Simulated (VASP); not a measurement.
The system is CaO.

```
Ca O
1.0
     0.00000    2.42560    2.42560
     2.42560    0.00000    2.42560
     2.42560    2.42560    0.00000
Ca O
1 1
Direct
  0.00000 0.00000 0.00000
  0.50000 0.50000 0.50000
```

This cell differs from its parent crystal: strain +1.2%.

Program: VASP 6.6.1. Alike in all runs: task single point; potentials or basis VASP PAW PBE potentials, release 64 (Ca_sv, O); no spin polarisation; cell as given; cutoff (eV) 520.

**Question.** Order these runs on this cell by their band gap on the k mesh, lowest first.
A. level HSE06; k mesh 6 × 6 × 6; smearing gaussian 0.01 eV; grid for exact exchange (PRECFOCK) Normal; share of exact exchange 0.25; screening parameter 0.2079 1/Å
B. level PBE; k mesh 10 × 10 × 10; smearing fermi-dirac 0.02 eV
C. level r2SCAN; k mesh 10 × 10 × 10; smearing gaussian 0.01 eV

**Answer.** B (3.64 eV), C (4.19 eV), A (5.29 eV).

A k mesh can miss the band edges.
